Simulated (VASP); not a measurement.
# P (Cmmm) in VASP: notebook

Runs on P. Level: PBE+D3(BJ). Tasks: single point.

Program: VASP 6.6.1. These are calculated values, not measurements. Logs are shortened: lines on timing, memory, paths and dates and some standing lists are left out, and cuts for length are marked.

## (1) The cell of the first run

Symmetry: Cmmm, No. 65, orthorhombic system. Conventional cell: a = 3.379 Å, b = 3.430 Å, c = 2.407 Å, α = 90.00°, β = 90.00°, γ = 90.00°. P (site symmetry mmm) has 6 P at 2.41 Å within 3.2 Å.

## (2) Single point, PBE+D3(BJ) (strain +0.0150 x Voigt [0, 0, 0, 0, 1, 0])

Input file INCAR:

```
SYSTEM = P
  ALGO = Normal
  EDIFF = 1E-6
  ENCUT = 520
  GGA = PE
  ISIF = 2
  ISMEAR = 0
  IVDW = 12
  LASPH = .TRUE.
  LCHARG = .FALSE.
  LREAL = .FALSE.
  LWAVE = .FALSE.
  NBANDS = 8
  NELM = 60
  PREC = Accurate
  SIGMA = 0.15
```

Input file KPOINTS:

```
k-points
0
G
  24 24 24
  0 0 0
```

Input file POSCAR:

```
P
1.0
    2.4072602648      0.0000000000      0.0180544520
    0.0000000000      2.4072602648      0.0000000000
    0.0180552646      0.0000000000      2.4073686085
P
1
Direct
    0.0000000000      0.0000000000      0.0000000000
```

Potentials or basis: VASP PAW PBE potentials, release 64 (P).

Run with:

```sh
$ cat potpaw_PBE.64/P/POTCAR > POTCAR
$ mpirun -np 1 vasp_std > vasp.out
```

OUTCAR:

```text
SYSTEM = P
   EDIFF = 1E-6
   ENCUT = 520
   GGA = PE
   ISIF = 2
   ISMEAR = 0
   IVDW = 12
   LASPH = .TRUE.
   LREAL = .FALSE.
   NELM = 60
   PREC = Accurate
 IVDW          = 12

 ion  position               nearest neighbor table
   1  0.000  0.000  0.000-

  LATTYP: Found a simple monoclinic cell.
 ALAT       =     2.4073279680
 B/A-ratio  =     0.9999718762
 C/A-ratio  =     1.0000450071
 COS(beta)  =    -0.0149991563

  Lattice vectors:

 A1 = (   2.4072602648,   0.0000000000,   0.0180544520)
 A2 = (   0.0000000000,  -2.4072602648,   0.0000000000)
 A3 = (  -0.0180552646,   0.0000000000,  -2.4073686085)

Analysis of symmetry for initial positions (statically):
=====================================================================
 Subroutine PRICEL returns:
 Original cell was already a primitive cell.

 Routine SETGRP: Setting up the symmetry group for a
 simple monoclinic supercell.

 Subroutine GETGRP returns: Found  4 space group operations
 (whereof  4 operations were pure point group operations)
 out of a pool of  4 trial point group operations.

The static configuration has the point symmetry C_2h.

Analysis of symmetry for dynamics (positions and initial velocities):
=====================================================================
 Subroutine PRICEL returns:
 Original cell was already a primitive cell.

 Routine SETGRP: Setting up the symmetry group for a
 simple monoclinic supercell.

 Subroutine GETGRP returns: Found  4 space group operations
 (whereof  4 operations were pure point group operations)
 out of a pool of  4 trial point group operations.

The dynamic configuration has the point symmetry C_2h.

 Subroutine INISYM returns: Found  4 space group operations
 (whereof  4 operations are pure point group operations),
 and found     1 'primitive' translations

----------------------------------------------------------------------------------------

                                     Primitive cell

  volume of cell :      13.9497

  direct lattice vectors                    reciprocal lattice vectors
     2.407260265  0.000000000  0.018054452     0.415433374  0.000000000 -0.003115750
     0.000000000  2.407260265  0.000000000     0.000000000  0.415410006  0.000000000
     0.018055265  0.000000000  2.407368609    -0.003115610  0.000000000  0.415414677

  length of vectors
     2.407327968  2.407260265  2.407436315     0.415445058  0.415410006  0.415426360

  position of ions in fractional coordinates (direct lattice)
     0.000000000  0.000000000  0.000000000

  ion indices of the primitive-cell ions
   primitive index   ion index
                 1           1

----------------------------------------------------------------------------------------

 KPOINTS: k-points

Automatic generation of k-mesh.
 Grid dimensions read from file:
 generate k-points for:   24   24   24

 Generating k-lattice:

  Cartesian coordinates                     Fractional coordinates (reciprocal lattice)
     0.017309724  0.000000000 -0.000129823     0.041666667  0.000000000 -0.000000000
     0.000000000  0.017308750  0.000000000     0.000000000  0.041666667  0.000000000
    -0.000129817  0.000000000  0.017308945     0.000000000  0.000000000  0.041666667

  Length of vectors
     0.017310211  0.017308750  0.017309432

  Shift w.r.t. Gamma in fractional coordinates (k-lattice)
     0.000000000  0.000000000  0.000000000

 Subroutine IBZKPT returns following result:
 ===========================================

 Found   3770 irreducible k-points:

 Following reciprocal coordinates:
            Coordinates               Weight
  0.000000  0.000000  0.000000      1.000000
  0.041667  0.000000  0.000000      2.000000
  0.083333  0.000000 -0.000000      2.000000
  0.125000  0.000000  0.000000      2.000000
  0.166667  0.000000  0.000000      2.000000
  0.208333  0.000000 -0.000000      2.000000
[... 16 lines left out ...]
  0.375000  0.041667  0.000000      4.000000
  0.416667  0.041667  0.000000      4.000000
 [... further k-points ...]
   k-points           NKPTS =   3770   k-points in BZ     NKDIM =   3770   number of bands    NBANDS=      8
   number of dos      NEDOS =    301   number of ions     NIONS =      1
   total plane-waves  NPLWV =   5832
   dimension x,y,z NGX =    18 NGY =   18 NGZ =   18
   dimension x,y,z NGXF=    36 NGYF=   36 NGZF=   36
   ions per type =               1
   NGX,Y,Z   is equivalent  to a cutoff of  12.43, 12.43, 12.43 a.u.
   NGXF,Y,Z  is equivalent  to a cutoff of  24.86, 24.86, 24.86 a.u.
 SYSTEM =  P
   PREC   = accura    normal or accurate (medium, high low for compatibility)
   ISTART =      0    job   : 0-new  1-cont  2-samecut
   ICHARG =      2    charge: 1-file 2-atom 10-const
   ISPIN  =      1    spin polarized calculation?
   LNONCOLLINEAR =      F non collinear calculations
   LSORBIT =      F    spin-orbit coupling
   LASPH  =      T    aspherical Exc in radial PAW
   ENCUT  =  520.0 eV  38.22 Ry    6.18 a.u.   4.48  4.48  4.48*2*pi/ulx,y,z
   NELM   =     60;   NELMIN=  2; NELMDL= -5     # of ELM steps
   EDIFF  = 0.1E-05   stopping-criterion for ELM
   LREAL  =      F    real-space projection
   EDIFFG = 0.1E-04   stopping-criterion for IOM
   NSW    =      0    number of steps for IOM
   IBRION =     -1    ionic relax: 0-MD 1-quasi-New 2-CG
   NFREE  =      0    steps in history (QN), initial steepest desc. (CG)
   ISIF   =      2    stress and relaxation
   ISYM   =      2    0-nonsym 1-usesym 2-fastsym
   POTIM  = 0.5000    time-step for ionic-motion
   TEBEG  =    0.0;   TEEND  =   0.0 temperature during run
   PSTRESS=    0.0 pullay stress
   NELECT =       5.0000    total number of electrons
   NUPDOWN=      -1.0000    fix difference up-down
   EMIN   =  10.00;   EMAX   =-10.00  energy-range for DOS
   EFERMI =   0.00;   METHOD = LEGACY
   ISMEAR =     0;   SIGMA  =   0.15  broadening in eV -4-tet -1-fermi 0-gaus
   EFERMI_NEDOS =   21; number of points for ismear=-14 and -15
   IALGO  =     38    algorithm
   IMIX   =      4    mixing-type and parameters
     AMIX     =   0.40;   BMIX     =  1.00
     AMIX_MAG =   1.60;   BMIX_MAG =  1.00
  volume/ion in A,a.u.               =      13.95        94.14
  Fermi-wavevector in a.u.,A,eV,Ry     =   1.162903  2.197568 18.399742  1.352343
  Thomas-Fermi vector in A             =   2.299459
   LORBIT       =      0    0 simple, 1 ext, 2 COOP (PROOUT), +10 PAW based schemes
   GGA     = PE    functional components
   LHFCALC =     F    Hartree Fock is set to
   AEXX    =    0.0000 exact exchange contribution
   IVDW    =    12    specifies the selected vdW correction
   LEPSILON=     F    determine dielectric tensor
   LRPA    =     F    only Hartree local field effects (RPA)
 non-spin polarized calculation
 Gauss-broadening in eV      SIGMA  =   0.15
  energy-cutoff  :      520.00
  volume of cell :       13.95
 maximum number of plane-waves:       392
 NGX is ok and might be reduce to    18
   NGX =  9   NGY =  9   NGZ =  9

 number of electron       4.9999998 magnetization

 Free energy of the ion-electron system (eV)
  ---------------------------------------------------
  ext. energy  EPLUGINS =         0.00000000
  ---------------------------------------------------
  free energy    TOTEN  =        -5.26032298 eV

  energy without entropy =       -5.25638760  energy(sigma->0) =       -5.25835529

 E-fermi :  10.2642     XC(G=0): -11.4691

 val. band max:       10.2582185843   @ k =  -0.2500   0.0417   0.4167
 cond. band min:      10.2715166680   @ k =  -0.2917   0.0000   0.2083
 fundamental gap:      0.0132980837
 Fermi energy:        10.2641723439

 k-point     1 :       0.0000    0.0000    0.0000
  band No.  band energies     occupation
      1      -6.6806      2.00000
      2      15.4667      0.00000
      3      15.5219      0.00000
      4      15.5807      0.00000
      5      17.0078      0.00000
      6      17.0114      0.00000
      7      25.0695      0.00000
      8      35.2418      0.00000

 k-point     2 :       0.0417    0.0000    0.0000
  band No.  band energies     occupation
      1      -6.6396      2.00000
      2      14.5112      0.00000
      3      15.5545      0.00000
      4      15.5563      0.00000
      5      17.0414      0.00000
      6      17.9756      0.00000
      7      25.2073      0.00000
      8      34.9129      0.00000

 k-point     3 :       0.0833    0.0000   -0.0000
  band No.  band energies     occupation
      1      -6.5165      2.00000
      2      12.9987      0.00000
      3      15.6516      0.00000
      4      15.6520      0.00000
      5      17.1395      0.00000
      6      19.3298      0.00000
      7      25.6343      0.00000
      8      34.0619      0.00000

 k-point     4 :       0.1250    0.0000    0.0000
  band No.  band energies     occupation
      1      -6.3122      2.00000
      2      11.4548      0.00000
      3      15.8111      0.00000
      4      15.8131      0.00000
      5      17.3003      0.00000
      6      20.5648      0.00000
      7      26.3740      0.00000
      8      32.9369      0.00000

 k-point     5 :       0.1667    0.0000    0.0000
  band No.  band energies     occupation
      1      -6.0275      2.00000
      2       9.9365      1.99800
      3      16.0318      0.00000
      4      16.0355      0.00000
      5      17.5198      0.00000
      6      21.6112      0.00000
      7      27.4095      0.00000
      8      31.7027      0.00000
[... 177 lines left out ...]
 k-point    22 :       0.3333    0.0417    0.0000
  band No.  band energies     occupation
      1      -4.1029      2.00000
      2       4.4941      2.00000
      3      16.5246      0.00000
      4      17.4404      0.00000
      5      19.5500      0.00000
      6      24.7822      0.00000
      7      26.7045      0.00000
      8      27.0860      0.00000

 k-point    23 :       0.3750    0.0417    0.0000
  band No.  band energies     occupation
      1      -3.4855      2.00000
      2       3.3431      2.00000
      3      16.9220      0.00000
      4      17.8371      0.00000
      5      19.8962      0.00000
      6      24.9654      0.00000
      7      26.1888      0.00000
      8      26.3643      0.00000

 k-point    24 :       0.4167    0.0417    0.0000
  band No.  band energies     occupation
      1      -2.8613      2.00000
      2       2.3363      2.00000
      3      17.2754      0.00000
      4      18.1929      0.00000
      5      20.1938      0.00000
      6      24.5437      0.00000
      7      25.4772      0.00000
      8      26.8140      0.00000

 [... further k-points ...]

------------------------ aborting loop because EDIFF is reached ----------------------------------------

 Edisp (eV)   -0.50653

 E8    (eV) :    -0.1914

  FORCE on cell =-STRESS in cart. coord.  units (eV):
  Direction    XX          YY          ZZ          XY          YZ          ZX
  --------------------------------------------------------------------------------------
  -------------------------------------------------------------------------------------
  Total      -0.03144    -0.02931    -0.03218     0.00000     0.00000    -0.07940
  in kB      -3.61099    -3.36633    -3.69612     0.00000     0.00000    -9.11904
  external pressure =       -3.56 kB  Pullay stress =        0.00 kB

 VOLUME and BASIS-vectors are now :
 -----------------------------------------------------------------------------
  energy-cutoff  :      520.00
  volume of cell :       13.95
      direct lattice vectors                 reciprocal lattice vectors
     2.407260265  0.000000000  0.018054452     0.415433374  0.000000000 -0.003115750
     0.000000000  2.407260265  0.000000000     0.000000000  0.415410006  0.000000000
     0.018055265  0.000000000  2.407368609    -0.003115610  0.000000000  0.415414677

 POSITION                                       TOTAL-FORCE (eV/Angst)
 -----------------------------------------------------------------------------------
      0.00000      0.00000      0.00000        -0.000000      0.000000      0.000000
 -----------------------------------------------------------------------------------
    total drift:                               -0.000000      0.000000      0.000000

  FREE ENERGIE OF THE ION-ELECTRON SYSTEM (eV)
  ---------------------------------------------------
  free  energy   TOTEN  =        -5.7668574731 eV

  energy  without entropy=       -5.7629220996  energy(sigma->0) =       -5.76488979
```

Wall time 4 min (1 thread of Intel Xeon 8259CL, shared host); peak memory 0.44 GiB.

Results:

| Property | Result |
| --- | --- |
| Free energy | -5.7669 eV |
| Pressure | -0.4 GPa |
| Band gap on the k mesh | zero (an odd number of electrons rules out a gap without spin polarisation) |
| Dispersion energy per atom | -0.507 eV |

Levels at points of the mesh, in eV from the Fermi level:
```tsv
k point	band 1	band 2	band 3	band 4	band 5	band 6	band 7
(0.00, 0.00, 0.00)	-16.94	5.20	5.26	5.32	6.74	6.75	14.81
(0.50, 0.00, 0.00)	-12.40	-9.04	8.25	8.26	9.39	14.54	14.55
(0.00, 0.50, 0.00)	-12.40	-9.04	8.21	8.32	9.40	14.49	14.60
(0.50, 0.50, 0.00)	-7.44	-5.48	-5.48	0.73	11.05	17.06	17.16
(0.00, 0.00, 0.50)	-12.40	-9.04	8.25	8.26	9.39	14.54	14.55
(0.50, 0.00, 0.50)	-7.45	-5.62	-5.34	0.73	11.06	17.07	17.28
(0.00, 0.50, 0.50)	-7.44	-5.48	-5.48	0.73	11.05	17.06	17.17
(0.50, 0.50, 0.50)	-2.37	-2.23	-2.10	-1.16	4.40	4.55	4.68
```

Caveat: the cell differs from its parent crystal (strain +0.0150 x Voigt [0, 0, 0, 0, 1, 0]).

## (3) Single point, PBE+D3(BJ) (strain +0.0375 x Voigt [0, 0, 0, 0, 1, 0])

Input file INCAR:

```
PREC = Accurate
ENCUT = 520
EDIFF = 1E-6
ISMEAR = 0
SIGMA = 0.15
LREAL = F
LASPH = T
NELM = 80
ALGO = Normal
ISIF = 2
LWAVE = F
LCHARG = T
GGA = PE
IVDW = 12
LELF = T
LVHAR = T
NBANDS = 8
```

Input file KPOINTS:

```
Automatic mesh
0
Gamma
  24 24 24
```

Input file POSCAR:

```
P
1.0
    2.4072602648      0.0000000000      0.0451361300
    0.0000000000      2.4072602648      0.0000000000
    0.0451381614      0.0000000000      2.4073686085
P
1
Direct
    0.0000000000      0.0000000000      0.0000000000
```

Potentials or basis: VASP PAW PBE potentials, release 64 (P).

Run with:

```sh
$ cat potpaw_PBE.64/P/POTCAR > POTCAR
$ mpirun -np 1 vasp_std > vasp.out
```

Wall time 4.5 min (1 thread of Intel Xeon 8259CL, shared host); peak memory 0.44 GiB.

It converged, with:

* Free energy: -5.7637 eV
* Pressure: -0.4 GPa
* Band gap on the k mesh: zero (an odd number of electrons rules out a gap without spin polarisation)
* Dispersion energy per atom: -0.507 eV

Stress tensor (GPa, compression positive):
```
-0.39  0.00 -2.43
 0.00 -0.31  0.00
-2.43  0.00 -0.40
```

Levels at points of the mesh, in eV from the Fermi level:
| k point | band 1 | band 2 | band 3 | band 4 | band 5 | band 6 | band 7 |
| --- | --- | --- | --- | --- | --- | --- | --- |
| (0.00, 0.00, 0.00) | -16.96 | 5.12 | 5.25 | 5.41 | 6.73 | 6.76 | 14.80 |
| (0.50, 0.00, 0.00) | -12.40 | -9.05 | 8.18 | 8.26 | 9.35 | 14.53 | 14.54 |
| (0.00, 0.50, 0.00) | -12.41 | -9.05 | 8.12 | 8.41 | 9.41 | 14.42 | 14.68 |
| (0.50, 0.50, 0.00) | -7.44 | -5.49 | -5.49 | 0.72 | 10.99 | 16.71 | 17.11 |
| (0.00, 0.00, 0.50) | -12.40 | -9.05 | 8.19 | 8.25 | 9.35 | 14.53 | 14.54 |
| (0.50, 0.00, 0.50) | -7.47 | -5.84 | -5.13 | 0.75 | 11.04 | 16.90 | 17.44 |
| (0.00, 0.50, 0.50) | -7.45 | -5.49 | -5.49 | 0.72 | 10.99 | 16.71 | 17.11 |
| (0.50, 0.50, 0.50) | -2.57 | -2.26 | -1.89 | -1.20 | 4.19 | 4.57 | 4.89 |

Caveat: the cell differs from its parent crystal (strain +0.0375 x Voigt [0, 0, 0, 0, 1, 0]).

## (4) Single point, PBE+D3(BJ) (strain +0.0225 x Voigt [0, 0, 0, 0, 1, 0])

Input file INCAR:

```
SYSTEM = P
ALGO = Normal
EDIFF = 1E-7
ENCUT = 520
GGA = PE
ISIF = 2
ISMEAR = 0
IVDW = 12
LASPH = .TRUE.
LCHARG = .TRUE.
LELF = .TRUE.
LREAL = .FALSE.
LVHAR = .TRUE.
LWAVE = .FALSE.
NBANDS = 8
NELM = 60
PREC = Accurate
SIGMA = 0.15
```

Input file KPOINTS:

```
k-points
0
G
  24 24 24
  0 0 0
```

Input file POSCAR:

```
P
1.0
    2.4072602648      0.0000000000      0.0270816780
    0.0000000000      2.4072602648      0.0000000000
    0.0270828968      0.0000000000      2.4073686085
P
1
Direct
    0.0000000000      0.0000000000      0.0000000000
```

Run with:

```sh
$ cat potpaw_PBE.64/P/POTCAR > POTCAR
$ mpirun -np 1 vasp_std > vasp.out
```

Run time: 4.7 min. Hardware: 1 thread of Intel Xeon 8259CL, shared host; peak memory 0.44 GiB.

Results (log left out):

```
Free energy                : -5.7661 eV
Pressure                   : -0.4 GPa
Band gap on the k mesh     : zero (an odd number of electrons rules out a gap without spin polarisation)
Dispersion energy per atom : -0.507 eV
```

Stress tensor (GPa, compression positive):
```
-0.37  0.00 -1.38
 0.00 -0.33  0.00
-1.38  0.00 -0.37
```

Levels at points of the mesh, in eV from the Fermi level:
| k point | band 1 | band 2 | band 3 | band 4 | band 5 | band 6 | band 7 | band 8 |
| --- | --- | --- | --- | --- | --- | --- | --- | --- |
| (0.00, 0.00, 0.00) | -16.95 | 5.17 | 5.25 | 5.35 | 6.74 | 6.75 | 14.80 | 24.94 |
| (0.50, 0.00, 0.00) | -12.40 | -9.04 | 8.23 | 8.26 | 9.38 | 14.54 | 14.54 | 17.11 |
| (0.00, 0.50, 0.00) | -12.40 | -9.04 | 8.18 | 8.35 | 9.40 | 14.47 | 14.63 | 17.09 |
| (0.50, 0.50, 0.00) | -7.44 | -5.48 | -5.48 | 0.73 | 11.04 | 16.95 | 17.15 | 17.88 |
| (0.00, 0.00, 0.50) | -12.40 | -9.04 | 8.24 | 8.26 | 9.38 | 14.54 | 14.54 | 17.11 |
| (0.50, 0.00, 0.50) | -7.45 | -5.69 | -5.27 | 0.74 | 11.05 | 17.01 | 17.34 | 17.65 |
| (0.00, 0.50, 0.50) | -7.44 | -5.48 | -5.48 | 0.73 | 11.04 | 16.95 | 17.15 | 17.88 |
| (0.50, 0.50, 0.50) | -2.43 | -2.24 | -2.03 | -1.17 | 4.33 | 4.55 | 4.75 | 10.99 |

Caveat: the cell differs from its parent crystal (strain +0.0225 x Voigt [0, 0, 0, 0, 1, 0]).

## (5) Summary

| cell | gap on the mesh (eV) | pressure (GPa) |
| --- | --- | --- |
| a = 2.407 Å, angles 90.0, 89.1, 90.0°, 1 atom | none | -0.4 |
| a = 2.408 Å, angles 90.0, 87.9, 90.0°, 1 atom | none | -0.4 |
| a = 2.407 Å, angles 90.0, 88.7, 90.0°, 1 atom | none | -0.4 |

Alike in all rows: task single point; level PBE+D3(BJ); potentials or basis VASP PAW PBE potentials, release 64 (P); no spin polarisation; k mesh 24 × 24 × 24; cutoff (eV) 520; smearing gaussian 0.15 eV.

Absolute energies hang on the potentials; compare differences alone.
